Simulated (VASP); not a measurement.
# Sb (R-3m) in VASP: a series of runs

Sb is run at these levels: PBE+D3(BJ); tasks: single point.

Program: VASP 6.6.1. These are calculated values, not measurements. Logs are shortened: lines on timing, memory, paths and dates and some standing lists are left out, and cuts for length are marked.

### 1 The cell of the first run

The structure is trigonal, space group R-3m (No. 166). Conventional cell: a = 4.301 Å, b = 4.301 Å, c = 11.232 Å, α = 90.00°, β = 90.00°, γ = 120.00°. Sb (site symmetry 3m) has 6 Sb at 2.90 to 3.34 Å within 3.8 Å.

### 2 Single point, PBE+D3(BJ)

File INCAR:

```
SYSTEM = Sb
PREC = Accurate ; ENCUT = 520
EDIFF = 1E-6 ; ISMEAR = 0
SIGMA = 0.1 ; LREAL = .False.
LASPH = .True. ; NELM = 60
ALGO = Normal ; ISIF = 2
LWAVE = .False. ; LCHARG = .False.
GGA = PE ; IVDW = 12
NBANDS = 12
```

File KPOINTS:

```
regular mesh
0
Gamma
  6 6 6
  0 0 0
```

File POSCAR:

```
Sb
1.0
    2.1506003320      1.2416496806      3.7440000000
   -2.1506003320      1.2416496806      3.7440000000
    0.0000000000     -2.4832993611      3.7440000000
Sb
2
Direct
    0.2336400000      0.2336400000      0.2336400000
    0.7663600000      0.7663600000      0.7663600000
```

Potentials or basis: VASP PAW PBE potentials, release 64 (Sb).

Launch:

```console
$ cat potpaw_PBE.64/Sb/POTCAR > POTCAR
$ mpirun -np 1 vasp_std > vasp.out
```

OUTCAR:

```text
SYSTEM = Sb
   PREC = Accurate
   ENCUT = 520
   EDIFF = 1E-6
   ISMEAR = 0
   LREAL = .False.
   LASPH = .True.
   NELM = 60
   ISIF = 2
   GGA = PE
   IVDW = 12
 IVDW          = 12

 ion  position               nearest neighbor table
   1  0.234  0.234  0.234-   2 2.90   2 2.90   2 2.90   2 3.34   2 3.34   2 3.34
   2  0.766  0.766  0.766-   1 2.90   1 2.90   1 2.90   1 3.34   1 3.34   1 3.34

  LATTYP: Found a trigonal (rhomboedric) cell.
 ALAT       =     4.4926953733
 COS(alpha) =     0.5417151843

  Lattice vectors:

 A1 = (   2.1506003320,   1.2416496806,   3.7440000000)
 A2 = (  -2.1506003320,   1.2416496806,   3.7440000000)
 A3 = (   0.0000000000,  -2.4832993611,   3.7440000000)

Analysis of symmetry for initial positions (statically):
=====================================================================
 Subroutine PRICEL returns:
 Original cell was already a primitive cell.

 Routine SETGRP: Setting up the symmetry group for a
 trigonal (rhombohedral) supercell.

 Subroutine GETGRP returns: Found 12 space group operations
 (whereof 12 operations were pure point group operations)
 out of a pool of 12 trial point group operations.

The static configuration has the point symmetry D_3d.

Analysis of symmetry for dynamics (positions and initial velocities):
=====================================================================
 Subroutine PRICEL returns:
 Original cell was already a primitive cell.

 Routine SETGRP: Setting up the symmetry group for a
 trigonal (rhombohedral) supercell.

 Subroutine GETGRP returns: Found 12 space group operations
 (whereof 12 operations were pure point group operations)
 out of a pool of 12 trial point group operations.

The dynamic configuration has the point symmetry D_3d.

 Subroutine INISYM returns: Found 12 space group operations
 (whereof 12 operations are pure point group operations),
 and found     1 'primitive' translations

----------------------------------------------------------------------------------------

                                     Primitive cell

  volume of cell :      59.9854

  direct lattice vectors                    reciprocal lattice vectors
     2.150600332  1.241649681  3.744000000     0.232493222  0.134230024  0.089031339
    -2.150600332  1.241649681  3.744000000    -0.232493222  0.134230024  0.089031339
     0.000000000 -2.483299361  3.744000000     0.000000000 -0.268460048  0.089031339

  length of vectors
     4.492695373  4.492695373  4.492695373     0.282838075  0.282838075  0.282838075

  position of ions in fractional coordinates (direct lattice)
     0.233640000  0.233640000  0.233640000
     0.766360000  0.766360000  0.766360000

  ion indices of the primitive-cell ions
   primitive index   ion index
                 1           1
                 2           2

----------------------------------------------------------------------------------------

 KPOINTS: regular mesh

Automatic generation of k-mesh.
 Grid dimensions read from file:
 generate k-points for:    6    6    6

 Generating k-lattice:

  Cartesian coordinates                     Fractional coordinates (reciprocal lattice)
     0.038748870  0.022371671  0.014838557     0.166666667  0.000000000  0.000000000
    -0.038748870  0.022371671  0.014838557     0.000000000  0.166666667  0.000000000
     0.000000000 -0.044743341  0.014838557     0.000000000  0.000000000  0.166666667

  Length of vectors
     0.047139679  0.047139679  0.047139679

  Shift w.r.t. Gamma in fractional coordinates (k-lattice)
     0.000000000  0.000000000  0.000000000

 Subroutine IBZKPT returns following result:
 ===========================================

 Found     32 irreducible k-points:

 Following reciprocal coordinates:
            Coordinates               Weight
  0.000000  0.000000  0.000000      1.000000
  0.166667  0.000000  0.000000      6.000000
  0.333333  0.000000  0.000000      6.000000
  0.500000  0.000000  0.000000      3.000000
  0.166667  0.166667  0.000000      6.000000
  0.333333  0.166667  0.000000     12.000000
[... 16 lines left out ...]
  0.500000  0.500000  0.166667      6.000000
 -0.333333  0.500000  0.166667     12.000000
 [... further k-points ...]
   k-points           NKPTS =     32   k-points in BZ     NKDIM =     32   number of bands    NBANDS=     12
   number of dos      NEDOS =    301   number of ions     NIONS =      2
   total plane-waves  NPLWV =  46656
   dimension x,y,z NGX =    36 NGY =   36 NGZ =   36
   dimension x,y,z NGXF=    72 NGYF=   72 NGZF=   72
   ions per type =               2
   NGX,Y,Z   is equivalent  to a cutoff of  13.32, 13.32, 13.32 a.u.
   NGXF,Y,Z  is equivalent  to a cutoff of  26.64, 26.64, 26.64 a.u.
 SYSTEM =  Sb
   PREC   = accura    normal or accurate (medium, high low for compatibility)
   ISTART =      0    job   : 0-new  1-cont  2-samecut
   ICHARG =      2    charge: 1-file 2-atom 10-const
   ISPIN  =      1    spin polarized calculation?
   LNONCOLLINEAR =      F non collinear calculations
   LSORBIT =      F    spin-orbit coupling
   LASPH  =      T    aspherical Exc in radial PAW
   ENCUT  =  520.0 eV  38.22 Ry    6.18 a.u.   8.35  8.35  8.35*2*pi/ulx,y,z
   NELM   =     60;   NELMIN=  2; NELMDL= -5     # of ELM steps
   EDIFF  = 0.1E-05   stopping-criterion for ELM
   LREAL  =      F    real-space projection
   EDIFFG = 0.1E-04   stopping-criterion for IOM
   NSW    =      0    number of steps for IOM
   IBRION =     -1    ionic relax: 0-MD 1-quasi-New 2-CG
   NFREE  =      0    steps in history (QN), initial steepest desc. (CG)
   ISIF   =      2    stress and relaxation
   ISYM   =      2    0-nonsym 1-usesym 2-fastsym
   POTIM  = 0.5000    time-step for ionic-motion
   TEBEG  =    0.0;   TEEND  =   0.0 temperature during run
   PSTRESS=    0.0 pullay stress
   NELECT =      10.0000    total number of electrons
   NUPDOWN=      -1.0000    fix difference up-down
   EMIN   =  10.00;   EMAX   =-10.00  energy-range for DOS
   EFERMI =   0.00;   METHOD = LEGACY
   ISMEAR =     0;   SIGMA  =   0.10  broadening in eV -4-tet -1-fermi 0-gaus
   EFERMI_NEDOS =   21; number of points for ismear=-14 and -15
   IALGO  =     38    algorithm
   IMIX   =      4    mixing-type and parameters
     AMIX     =   0.40;   BMIX     =  1.00
     AMIX_MAG =   1.60;   BMIX_MAG =  1.00
  volume/ion in A,a.u.               =      29.99       202.40
  Fermi-wavevector in a.u.,A,eV,Ry     =   0.901003  1.702649 11.045295  0.811806
  Thomas-Fermi vector in A             =   2.024030
   LORBIT       =      0    0 simple, 1 ext, 2 COOP (PROOUT), +10 PAW based schemes
   GGA     = PE    functional components
   LHFCALC =     F    Hartree Fock is set to
   AEXX    =    0.0000 exact exchange contribution
   IVDW    =    12    specifies the selected vdW correction
   LEPSILON=     F    determine dielectric tensor
   LRPA    =     F    only Hartree local field effects (RPA)
 non-spin polarized calculation
 Gauss-broadening in eV      SIGMA  =   0.10
  energy-cutoff  :      520.00
  volume of cell :       59.99
 maximum number of plane-waves:      1626
 NGX is ok and might be reduce to    36
   NGX = 17   NGY = 17   NGZ = 17

 number of electron      10.0000000 magnetization

 Free energy of the ion-electron system (eV)
  ---------------------------------------------------
  ext. energy  EPLUGINS =         0.00000000
  ---------------------------------------------------
  free energy    TOTEN  =        -8.26158435 eV

  energy without entropy =       -8.25952535  energy(sigma->0) =       -8.26055485

 E-fermi :   7.4346     XC(G=0):  -9.5625

 val. band max:        7.1726560378   @ k =   0.5000   0.0000   0.0000
 cond. band min:       7.4511998851   @ k =   0.3333   0.1667   0.1667
 fundamental gap:      0.2785438473
 Fermi energy:         7.4345594350

 k-point     1 :       0.0000    0.0000    0.0000
  band No.  band energies     occupation
      1      -5.4002      2.00000
      2       2.6174      2.00000
      3       5.2991      2.00000
      4       5.5571      2.00000
      5       5.5571      2.00000
      6       9.4604      0.00000
      7      10.0883      0.00000
      8      10.0883      0.00000
      9      12.4379      0.00000
     10      12.4379      0.00000
     11      12.6023      0.00000
     12      13.9446      0.00000

 k-point     2 :       0.1667    0.0000    0.0000
  band No.  band energies     occupation
      1      -5.0921      2.00000
      2       1.4057      2.00000
      3       5.3404      2.00000
      4       5.4937      2.00000
      5       6.0144      2.00000
      6       9.1705      0.00000
      7       9.3796      0.00000
      8       9.4126      0.00000
      9      11.8946      0.00000
     10      12.4060      0.00000
     11      12.7219      0.00000
     12      15.6805      0.00000

 k-point     3 :       0.3333    0.0000    0.0000
  band No.  band energies     occupation
      1      -4.1863      2.00000
      2      -0.6737      2.00000
      3       5.4219      2.00000
      4       5.4253      2.00000
      5       6.5557      2.00000
      6       8.0617      0.00000
      7       8.1559      0.00000
      8       8.3216      0.00000
      9      13.0299      0.00000
     10      13.8028      0.00000
     11      14.3082      0.00000
     12      17.9713      0.00000
[... 286 lines left out ...]
 k-point    23 :       0.5000    0.5000    0.1667
  band No.  band energies     occupation
      1      -3.3076      2.00000
      2      -0.7572      2.00000
      3       2.1987      2.00000
      4       4.0139      2.00000
      5       4.4105      2.00000
      6       9.5765      0.00000
      7      11.1726      0.00000
      8      12.1439      0.00000
      9      13.1387      0.00000
     10      16.2289      0.00000
     11      16.5242      0.00000
     12      17.0684      0.00000

 k-point    24 :      -0.3333    0.5000    0.1667
  band No.  band energies     occupation
      1      -2.7127      2.00000
      2      -1.3335      2.00000
      3       2.0162      2.00000
      4       2.9143      2.00000
      5       5.5251      2.00000
      6       9.3219      0.00000
      7      10.6483      0.00000
      8      13.0691      0.00000
      9      13.3546      0.00000
     10      14.4374      0.00000
     11      17.1773      0.00000
     12      18.0259      0.00000

 [... further k-points ...]

------------------------ aborting loop because EDIFF is reached ----------------------------------------

 Edisp (eV)   -0.95205

 E8    (eV) :    -0.4442

  FORCE on cell =-STRESS in cart. coord.  units (eV):
  Direction    XX          YY          ZZ          XY          YZ          ZX
  --------------------------------------------------------------------------------------
  -------------------------------------------------------------------------------------
  Total       0.26938     0.26938     0.11537     0.00000     0.00000     0.00000
  in kB       7.19487     7.19487     3.08138     0.00000     0.00000     0.00000
  external pressure =        5.82 kB  Pullay stress =        0.00 kB

 VOLUME and BASIS-vectors are now :
 -----------------------------------------------------------------------------
  energy-cutoff  :      520.00
  volume of cell :       59.99
      direct lattice vectors                 reciprocal lattice vectors
     2.150600332  1.241649681  3.744000000     0.232493222  0.134230024  0.089031339
    -2.150600332  1.241649681  3.744000000    -0.232493222  0.134230024  0.089031339
     0.000000000 -2.483299361  3.744000000     0.000000000 -0.268460048  0.089031339

 POSITION                                       TOTAL-FORCE (eV/Angst)
 -----------------------------------------------------------------------------------
      0.00000      0.00000      2.62424         0.000000      0.000000      0.132828
      0.00000      0.00000      8.60776         0.000000     -0.000000     -0.132828
 -----------------------------------------------------------------------------------
    total drift:                                0.000000     -0.000000      0.000000

  FREE ENERGIE OF THE ION-ELECTRON SYSTEM (eV)
  ---------------------------------------------------
  free  energy   TOTEN  =        -9.2136370448 eV

  energy  without entropy=       -9.2115780482  energy(sigma->0) =       -9.21260755
```

Wall time 12 s (1 thread of Intel Xeon Platinum 8488C (Sapphire Rapids), shared host); peak memory 0.2 GiB.

What came out:

| Quantity | Value |
| --- | --- |
| Free energy | -9.2136 eV |
| Pressure | 0.6 GPa |
| Largest force | 0.133 eV/Å |
| Band gap on the k mesh | zero (band 5 reaches 7.45 eV, above the bottom of band 6 at 7.17 eV) |
| Dispersion energy per atom | -0.476 eV |

Forces on the atoms (eV/Å):
```
Sb   0.000  0.000  0.133
Sb   0.000  0.000 -0.133
```

Stress tensor (GPa, compression positive):
```
0.72 0.00 0.00
0.00 0.72 0.00
0.00 0.00 0.31
```

Levels at points of the mesh, in eV from the Fermi level:
```tsv
k point	band 3	band 4	band 5	band 6	band 7	band 8
(0.00, 0.00, 0.00)	-2.14	-1.88	-1.88	2.03	2.65	2.65
(0.50, 0.00, 0.00)	-2.01	-1.88	-0.35	-0.26	0.13	0.42
(0.50, 0.50, 0.00)	-5.54	-3.85	-3.76	1.45	4.92	5.49
(0.50, 0.50, 0.50)	-1.39	-1.39	-0.53	0.05	0.05	1.07
```

Caveat: spin-orbit coupling is left out, which moves the levels of the heavy elements; pairwise dispersion overbinds metals, which lowers pressure and volume.

### 3 Single point, PBE+D3(BJ)

This run uses another cell than the first one, of 29.78 Å³/atom, 0.993 times its volume.

File INCAR:

```
SYSTEM = Sb
PREC = Accurate
ENCUT = 520
EDIFF = 1E-6
ISMEAR = 0
SIGMA = 0.1
LREAL = .FALSE.
LASPH = .TRUE.
NELM = 100
ALGO = Normal
ISIF = 2
LWAVE = .FALSE.
LCHARG = .FALSE.
GGA = PE
IVDW = 12
NBANDS = 12
```

File KPOINTS:

```
Automatic mesh
0
G
  12 12 12
  0 0 0
```

File POSCAR:

```
Sb
1.0
    2.1616021309      1.2480015722      3.6801938174
   -2.1616021309      1.2480015722      3.6801938174
    0.0000000000     -2.4960031443      3.6801938175
Sb
2
Direct
    0.2361958587      0.2361958587      0.2361958587
    0.7638041413      0.7638041413      0.7638041413
```

Potentials or basis: VASP PAW PBE potentials, release 64 (Sb).

Launch:

```console
$ cat potpaw_PBE.64/Sb/POTCAR > POTCAR
$ mpirun -np 1 vasp_std > vasp.out
```

Wall time 2.4 min (1 thread of Intel Xeon Platinum 8488C (Sapphire Rapids), shared host); peak memory 0.28 GiB.

The run converged. Its results:

```
Free energy                : -9.2048 eV
Pressure                   : 0.0 GPa
Largest force              : 0.037 eV/Å
Band gap on the k mesh     : zero (band 5 reaches 7.50 eV, above the bottom of band 6 at 7.26 eV)
Dispersion energy per atom : -0.480 eV
```

Forces on the atoms (eV/Å):
```
Sb   0.000  0.000  0.037
Sb   0.000  0.000 -0.037
```

Levels at points of the mesh, in eV from the Fermi level:
| k point | band 1 | band 2 | band 3 | band 4 | band 5 | band 6 | band 7 | band 8 | band 9 | band 10 |
| --- | --- | --- | --- | --- | --- | --- | --- | --- | --- | --- |
| (0.00, 0.00, 0.00) | -12.70 | -4.65 | -1.93 | -1.79 | -1.79 | 2.39 | 2.87 | 2.87 | 4.98 | 4.98 |
| (0.50, 0.00, 0.00) | -10.28 | -9.67 | -1.72 | -1.54 | -0.27 | -0.12 | 0.27 | 0.32 | 7.92 | 8.57 |
| (0.50, 0.50, 0.00) | -10.29 | -7.84 | -5.53 | -3.73 | -3.69 | 1.66 | 5.11 | 5.51 | 7.18 | 8.82 |
| (0.50, 0.50, 0.50) | -10.95 | -9.11 | -1.22 | -1.22 | -0.40 | -0.01 | -0.01 | 0.99 | 7.37 | 8.85 |

Caveat: spin-orbit coupling is left out, which moves the levels of the heavy elements; pairwise dispersion overbinds metals, which lowers pressure and volume.

### 4 Single point, PBE+D3(BJ)

File INCAR:

```
SYSTEM = Sb
PREC = Accurate ; ENCUT = 500
EDIFF = 1E-6 ; ISMEAR = 0
SIGMA = 0.1 ; LREAL = .False.
LASPH = .True. ; NELM = 120
ALGO = Normal ; ISIF = 2
LWAVE = .False. ; LCHARG = .False.
GGA = PE ; IVDW = 12
NBANDS = 22 ; GGA_COMPAT = .False.
```

File KPOINTS:

```
regular mesh
0
Gamma
  6 6 6
  0 0 0
```

File POSCAR:

```
Sb
1.0
    2.1506003320      1.2416496806      3.7440000000
   -2.1506003320      1.2416496806      3.7440000000
    0.0000000000     -2.4832993611      3.7440000000
Sb
2
Direct
    0.2336400000      0.2336400000      0.2336400000
    0.7663600000      0.7663600000      0.7663600000
```

Potentials or basis: VASP PAW PBE potentials, release 64 (Sb_d_GW).

Launch:

```console
$ cat potpaw_PBE.64/Sb_d_GW/POTCAR > POTCAR
$ mpirun -np 1 vasp_std > vasp.out
```

Run time: 1.8 min. Hardware: 1 thread of AMD EPYC 7R43 (Zen 3), shared host; peak memory 0.21 GiB.

The run converged. Its results:

| Property | Result |
| --- | --- |
| Free energy | -9.2475 eV |
| Pressure | 0.5 GPa |
| Largest force | 0.088 eV/Å |
| Band gap on the k mesh | zero (band 15 reaches 5.52 eV, above the bottom of band 16 at 5.25 eV) |
| Dispersion energy per atom | -0.476 eV |

Forces in eV/Å, atoms in the order of the input:
```
Sb   0.000  0.000  0.088
Sb   0.000  0.000 -0.088
```

Stress tensor (GPa, compression positive):
```
0.61 0.00 0.00
0.00 0.61 0.00
0.00 0.00 0.25
```

Levels at points of the mesh, in eV from the Fermi level:
```tsv
k point	band 13	band 14	band 15	band 16	band 17	band 18
(0.00, 0.00, 0.00)	-2.14	-1.87	-1.87	2.05	2.66	2.66
(0.50, 0.00, 0.00)	-2.00	-1.88	-0.37	-0.25	0.13	0.41
(0.50, 0.50, 0.00)	-5.55	-3.85	-3.75	1.47	4.91	5.48
(0.50, 0.50, 0.50)	-1.38	-1.38	-0.50	0.05	0.05	1.04
```

Caveat: spin-orbit coupling is left out, which moves the levels of the heavy elements; pairwise dispersion overbinds metals, which lowers pressure and volume.

### 5 Overview

```tsv
potentials or basis	cell	k mesh	cutoff (eV)	second run	gap on the mesh (eV)	pressure (GPa)	largest force (eV/Å)
VASP PAW PBE potentials, release 64 (Sb)	a = 4.493 Å, angles 57.2°, 2 atoms	6 × 6 × 6	520	-	none	0.6	0.13
VASP PAW PBE potentials, release 64 (Sb)	a = 4.447 Å, angles 58.2°, 2 atoms	12 × 12 × 12	520	-	none	0.0	0.04
VASP PAW PBE potentials, release 64 (Sb_d_GW)	a = 4.493 Å, angles 57.2°, 2 atoms	6 × 6 × 6	500	valence_matched	none	0.5	0.09
```

Alike in all rows: task single point; level PBE+D3(BJ); no spin polarisation; smearing gaussian 0.1 eV.

Caveats: spin-orbit coupling is left out, which moves the levels of the heavy elements; pairwise dispersion overbinds metals, which lowers pressure and volume.

Total energies depend on the potentials used, so only differences within one code and one set of settings carry meaning.
